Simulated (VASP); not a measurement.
# In2W (P6/mmm) in VASP: notebook

Runs on In2W. Level: PBE. Tasks: relaxation of cell and atoms, single point.

Program: VASP 6.6.1. These are calculated values, not measurements. Logs are shortened: lines on timing, memory, paths and dates and some standing lists are left out, and cuts for length are marked.

## 1. The cell of the first run

Symmetry: P6/mmm, No. 191, hexagonal system. Conventional cell: a = 4.950 Å, b = 4.950 Å, c = 2.812 Å, α = 90.00°, β = 90.00°, γ = 120.00°. Within 3.7 Å of In (site symmetry -6m2) lie 5 In at 2.81 to 2.86 Å and 6 W at 3.19 Å. W (site symmetry 6/mmm) has 2 W at 2.81 Å and 12 In at 3.19 Å within 3.7 Å.

## 2. Relaxation of cell and atoms, PBE

Input file INCAR:

```
ALGO     = Normal         # electronic algorithm
EDIFF    = 1E-7           # SCF threshold, eV
EDIFFG   = -0.005         # ionic threshold
ENCUT    = 600            # plane-wave cutoff, eV
GGA      = PE             # functional
IBRION   = 2              # ionic algorithm
ISIF     = 3              # what is computed and relaxed
ISMEAR   = 0              # smearing method
LASPH    = T              # aspherical terms in the spheres
LCHARG   = F              # write CHGCAR
LREAL    = F              # projectors in reciprocal space
LWAVE    = F              # write WAVECAR
NELM     = 100            # most SCF steps
NSW      = 100            # ionic steps
PREC     = Accurate       # precision mode
SIGMA    = 0.1            # smearing width, eV
```

Input file KPOINTS:

```
k-points
0
Gamma
  12 12 14
```

Input file POSCAR:

```
In2W
1.0
    4.9502313065      0.0000000000      0.0000000000
   -2.4751156533      4.2870260661      0.0000000000
    0.0000000000      0.0000000000      2.8122953941
In W
2 1
Direct
    0.3333333333      0.6666666667      0.5000000000
    0.6666666667      0.3333333333      0.5000000000
    0.0000000000      0.0000000000      0.0000000000
```

Potentials or basis: VASP PAW PBE potentials, release 64 (In_d, W_sv).

Launch:

```console
$ cat potpaw_PBE.64/In_d/POTCAR potpaw_PBE.64/W_sv/POTCAR > POTCAR
$ mpirun -np 1 vasp_std > vasp.out
```

OUTCAR:

```text
EDIFF = 1E-7
   EDIFFG = -0.005
   ENCUT = 600
   GGA = PE
   IBRION = 2
   ISIF = 3
   ISMEAR = 0
   LASPH = T
   LREAL = F
   NELM = 100
   NSW = 100
   PREC = Accurate

 ion  position               nearest neighbor table
   1  0.333  0.667  0.500-   2 2.86   2 2.86   2 2.86   3 3.19   3 3.19   3 3.19   3 3.19   3 3.19
                             3 3.19   2 4.01   2 4.01   2 4.01   2 4.01   2 4.01   2 4.01
   2  0.667  0.333  0.500-   1 2.86   1 2.86   1 2.86   3 3.19   3 3.19   3 3.19   3 3.19   3 3.19
                             3 3.19   1 4.01   1 4.01   1 4.01   1 4.01   1 4.01   1 4.01
   3  0.000  0.000  0.000-   1 3.19   2 3.19   1 3.19   2 3.19   2 3.19   2 3.19   1 3.19   1 3.19
                             2 3.19   2 3.19   1 3.19   1 3.19

  LATTYP: Found a hexagonal cell.
 ALAT       =     4.9502313065
 C/A-ratio  =     0.5681139365

  Lattice vectors:

 A1 = (   4.9502313065,   0.0000000000,   0.0000000000)
 A2 = (  -2.4751156533,   4.2870260661,   0.0000000000)
 A3 = (   0.0000000000,   0.0000000000,   2.8122953941)

Analysis of symmetry for initial positions (statically):
=====================================================================
 Subroutine PRICEL returns:
 Original cell was already a primitive cell.

 Routine SETGRP: Setting up the symmetry group for a
 hexagonal supercell.

 Subroutine GETGRP returns: Found 24 space group operations
 (whereof 24 operations were pure point group operations)
 out of a pool of 24 trial point group operations.

The static configuration has the point symmetry D_6h.

Analysis of symmetry for dynamics (positions and initial velocities):
=====================================================================
 Subroutine PRICEL returns:
 Original cell was already a primitive cell.

 Routine SETGRP: Setting up the symmetry group for a
 hexagonal supercell.

 Subroutine GETGRP returns: Found 24 space group operations
 (whereof 24 operations were pure point group operations)
 out of a pool of 24 trial point group operations.

The dynamic configuration has the point symmetry D_6h.

 Subroutine INISYM returns: Found 24 space group operations
 (whereof 24 operations are pure point group operations),
 and found     1 'primitive' translations

----------------------------------------------------------------------------------------

                                     Primitive cell

  volume of cell :      59.6819

  direct lattice vectors                    reciprocal lattice vectors
     4.950231307  0.000000000  0.000000000     0.202010762  0.116630968  0.000000000
    -2.475115653  4.287026066  0.000000000     0.000000000  0.233261936  0.000000000
     0.000000000  0.000000000  2.812295394     0.000000000  0.000000000  0.355581424

  length of vectors
     4.950231307  4.950231307  2.812295394     0.233261936  0.233261936  0.355581424

  position of ions in fractional coordinates (direct lattice)
     0.333333333  0.666666667  0.500000000
     0.666666667  0.333333333  0.500000000
     0.000000000  0.000000000  0.000000000

  ion indices of the primitive-cell ions
   primitive index   ion index
                 1           1
                 2           2
                 3           3

----------------------------------------------------------------------------------------

 KPOINTS: k-points

Automatic generation of k-mesh.
 Grid dimensions read from file:
 generate k-points for:   12   12   14

 Generating k-lattice:

  Cartesian coordinates                     Fractional coordinates (reciprocal lattice)
     0.016834230  0.009719247  0.000000000     0.083333333 -0.000000000  0.000000000
     0.000000000  0.019438495  0.000000000     0.000000000  0.083333333  0.000000000
     0.000000000  0.000000000  0.025398673     0.000000000  0.000000000  0.071428571

  Length of vectors
     0.019438495  0.019438495  0.025398673

  Shift w.r.t. Gamma in fractional coordinates (k-lattice)
     0.000000000  0.000000000  0.000000000

 Subroutine IBZKPT returns following result:
 ===========================================

 Found    152 irreducible k-points:

 Following reciprocal coordinates:
            Coordinates               Weight
  0.000000  0.000000  0.000000      1.000000
  0.083333 -0.000000  0.000000      6.000000
  0.166667 -0.000000  0.000000      6.000000
  0.250000 -0.000000  0.000000      6.000000
  0.333333  0.000000  0.000000      6.000000
  0.416667 -0.000000  0.000000      6.000000
[... 16 lines left out ...]
  0.250000 -0.000000  0.071429     12.000000
  0.333333  0.000000  0.071429     12.000000
 [... further k-points ...]
   k-points           NKPTS =    152   k-points in BZ     NKDIM =    152   number of bands    NBANDS=     24
   number of dos      NEDOS =    301   number of ions     NIONS =      3
   total plane-waves  NPLWV =  38400
   dimension x,y,z NGX =    40 NGY =   40 NGZ =   24
   dimension x,y,z NGXF=    80 NGYF=   80 NGZF=   48
   ions per type =               2   1
   NGX,Y,Z   is equivalent  to a cutoff of  13.43, 13.43, 14.19 a.u.
   NGXF,Y,Z  is equivalent  to a cutoff of  26.87, 26.87, 28.37 a.u.
 SYSTEM =  unknown system
   PREC   = accura    normal or accurate (medium, high low for compatibility)
   ISTART =      0    job   : 0-new  1-cont  2-samecut
   ICHARG =      2    charge: 1-file 2-atom 10-const
   ISPIN  =      1    spin polarized calculation?
   LNONCOLLINEAR =      F non collinear calculations
   LSORBIT =      F    spin-orbit coupling
   LASPH  =      T    aspherical Exc in radial PAW
   ENCUT  =  600.0 eV  44.10 Ry    6.64 a.u.   9.89  9.89  5.62*2*pi/ulx,y,z
   NELM   =    100;   NELMIN=  2; NELMDL= -5     # of ELM steps
   EDIFF  = 0.1E-06   stopping-criterion for ELM
   LREAL  =      F    real-space projection
   EDIFFG = -.5E-02   stopping-criterion for IOM
   NSW    =    100    number of steps for IOM
   IBRION =      2    ionic relax: 0-MD 1-quasi-New 2-CG
   NFREE  =      1    steps in history (QN), initial steepest desc. (CG)
   ISIF   =      3    stress and relaxation
   ISYM   =      2    0-nonsym 1-usesym 2-fastsym
   POTIM  = 0.5000    time-step for ionic-motion
   TEBEG  =    0.0;   TEEND  =   0.0 temperature during run
   PSTRESS=    0.0 pullay stress
   NELECT =      40.0000    total number of electrons
   NUPDOWN=      -1.0000    fix difference up-down
   EMIN   =  10.00;   EMAX   =-10.00  energy-range for DOS
   EFERMI =   0.00;   METHOD = LEGACY
   ISMEAR =     0;   SIGMA  =   0.10  broadening in eV -4-tet -1-fermi 0-gaus
   EFERMI_NEDOS =   21; number of points for ismear=-14 and -15
   IALGO  =     38    algorithm
   IMIX   =      4    mixing-type and parameters
     AMIX     =   0.40;   BMIX     =  1.00
     AMIX_MAG =   1.60;   BMIX_MAG =  1.00
  volume/ion in A,a.u.               =      19.89       134.25
  Fermi-wavevector in a.u.,A,eV,Ry     =   1.432674  2.707361 27.926694  2.052554
  Thomas-Fermi vector in A             =   2.552275
   LORBIT       =      0    0 simple, 1 ext, 2 COOP (PROOUT), +10 PAW based schemes
   GGA     = PE    functional components
   LHFCALC =     F    Hartree Fock is set to
   AEXX    =    0.0000 exact exchange contribution
   IVDW    =     0    specifies the selected vdW correction
   LEPSILON=     F    determine dielectric tensor
   LRPA    =     F    only Hartree local field effects (RPA)
 conjugate gradient relaxation of ions
 non-spin polarized calculation
 Gauss-broadening in eV      SIGMA  =   0.10
  energy-cutoff  :      600.00
  volume of cell :       59.68
 maximum number of plane-waves:      2022
 NGX is ok and might be reduce to    40
   NGX = 19   NGY = 19   NGZ = 11

--------------------------------------- Ionic step        1  -------------------------------------------

 number of electron      40.0000000 magnetization

 Free energy of the ion-electron system (eV)
  ---------------------------------------------------
  ext. energy  EPLUGINS =         0.00000000
  ---------------------------------------------------
  free energy    TOTEN  =       -15.83322651 eV

  energy without entropy =      -15.82254090  energy(sigma->0) =      -15.82788370

------------------------ aborting loop because EDIFF is reached ----------------------------------------

  FORCE on cell =-STRESS in cart. coord.  units (eV):
  Direction    XX          YY          ZZ          XY          YZ          ZX
  --------------------------------------------------------------------------------------
  -------------------------------------------------------------------------------------
  Total       -0.1370149     -0.1370149      0.5056453      0.0000000      0.0000000     -0.0000000
  in kB       -3.6782046     -3.6782046     13.5741924      0.0000000      0.0000000     -0.0000000
  external PRESSURE =       2.0725944 kB  Pullay stress =       0.0000000 kB

 VOLUME and BASIS-vectors are now :
 -----------------------------------------------------------------------------
  energy-cutoff  :      600.00
  volume of cell :       59.68
      direct lattice vectors                 reciprocal lattice vectors
     4.950231307  0.000000000  0.000000000     0.202010762  0.116630968  0.000000000
    -2.475115653  4.287026066  0.000000000     0.000000000  0.233261936  0.000000000
     0.000000000  0.000000000  2.812295394     0.000000000  0.000000000  0.355581424
[... 112 lines left out ...]
 POSITION                                       TOTAL-FORCE (eV/Angst)
 -----------------------------------------------------------------------------------
     -0.00000      2.84755      1.41392         0.000000      0.000000     -0.000000
      2.46605      1.42378      1.41392        -0.000000     -0.000000      0.000000
      2.46605      4.27133     -0.00000         0.000000      0.000000     -0.000000
 -----------------------------------------------------------------------------------
    total drift:                               -0.000000      0.000000      0.000000

  FREE ENERGIE OF THE ION-ELECTRON SYSTEM (eV)
  ---------------------------------------------------
  free  energy   TOTEN  =       -15.8349465557 eV

  energy  without entropy=      -15.8244489905  energy(sigma->0) =      -15.82969777

--------------------------------------- Ionic step        5  -------------------------------------------

 number of electron      40.0000001 magnetization

 Free energy of the ion-electron system (eV)
  ---------------------------------------------------
  ext. energy  EPLUGINS =         0.00000000
  ---------------------------------------------------
  free energy    TOTEN  =       -15.83501233 eV

  energy without entropy =      -15.82447973  energy(sigma->0) =      -15.82974603

 E-fermi :  10.0877     XC(G=0): -11.8854

 val. band max:       10.0866747188   @ k =   0.0833   0.0833   0.0714
 cond. band min:      10.1029900496   @ k =   0.2500  -0.0000   0.5000
 fundamental gap:      0.0163153307
 Fermi energy:        10.0877435426

 k-point     1 :       0.0000    0.0000    0.0000
  band No.  band energies     occupation
      1     -64.0800      2.00000
      2     -28.2663      2.00000
      3     -28.2663      2.00000
      4     -27.8914      2.00000
      5      -5.4666      2.00000
      6      -5.1535      2.00000
[... 16 lines left out ...]
     23      12.1446      0.00000
     24      13.2115      0.00000
[... 598 lines left out ...]
      2     -28.2641      2.00000
      3     -28.2631      2.00000
      4     -27.9242      2.00000
      5      -5.3694      2.00000
      6      -5.2141      2.00000
[... 16 lines left out ...]
     23      12.0419      0.00000
     24      14.2120      0.00000

 [... further k-points ...]
[... 5 lines left out ...]
  --------------------------------------------------------------------------------------
  -------------------------------------------------------------------------------------
  Total        0.0043398      0.0043398      0.0054685     -0.0000000     -0.0000000     -0.0000000
  in kB        0.1165247      0.1165247      0.1468310     -0.0000000     -0.0000000     -0.0000000
  external PRESSURE =       0.1266268 kB  Pullay stress =       0.0000000 kB

 VOLUME and BASIS-vectors are now :
 -----------------------------------------------------------------------------
  energy-cutoff  :      600.00
  volume of cell :       59.67
      direct lattice vectors                 reciprocal lattice vectors
     4.936047950  0.000000000  0.000000000     0.202591225  0.116966098  0.000000000
    -2.468023975  4.274742919 -0.000000000    -0.000000000  0.233932196 -0.000000000
    -0.000000000  0.000000000  2.827930015    -0.000000000  0.000000000  0.353615540

 POSITION                                       TOTAL-FORCE (eV/Angst)
 -----------------------------------------------------------------------------------
     -0.00000      2.84983      1.41397         0.000000     -0.000000     -0.000000
      2.46802      1.42491      1.41397        -0.000000      0.000000      0.000000
     -0.00000      0.00000      2.82793        -0.000000     -0.000000      0.000000
 -----------------------------------------------------------------------------------
    total drift:                                0.000000     -0.000000      0.000000

  FREE ENERGIE OF THE ION-ELECTRON SYSTEM (eV)
  ---------------------------------------------------
  free  energy   TOTEN  =       -15.8350123258 eV

  energy  without entropy=      -15.8244797305  energy(sigma->0) =      -15.82974603

 reached required accuracy - stopping structural energy minimisation
```

Wall time 9.5 min (1 thread of Intel Xeon Platinum 8259CL at 2.50GHz (Skylake/Cascade Lake), shared host); peak memory 0.39 GiB.

Results:

| Item | Value |
| --- | --- |
| Free energy | -15.8350 eV |
| Relaxed volume | 19.89 Å³/atom |
| Relaxed cell | a = 4.936 Å, b = 4.936 Å, c = 2.828 Å, α = 90.00°, β = 90.00°, γ = 120.00° |
| Space group after relaxing (to 0.05 Å) | P6/mmm (No. 191) |
| Energy gained by relaxing | 0.6 meV/atom |
| Ionic steps | 5 |
| Pressure after relaxing | 0.0 GPa |
| Band gap on the k mesh | zero (band 20 reaches 10.61 eV, above the bottom of band 21 at 8.95 eV) |

The path:
```
step  energy change (eV)  largest force (eV/Å)  pressure (GPa)  volume (Å³)
   1              0.0000                0.0000            0.21        59.68
   2             -0.0013                0.0000           -0.51        59.90
   3             -0.0016                0.0000           -0.28        59.83
   4             -0.0017                0.0000            0.19        59.57
   5             -0.0018                0.0000            0.01        59.67
```

Final structure:
```
In W
1.0
     4.93605    0.00000    0.00000
    -2.46802    4.27474    0.00000
     0.00000    0.00000    2.82793
In W
2 1
Direct
  0.33333 0.66667 0.50000
  0.66667 0.33333 0.50000
  0.00000 0.00000 0.00000
```

Caveat: spin-orbit coupling is left out, which moves the levels of the heavy elements.

(Continued in part 2 of 3.)
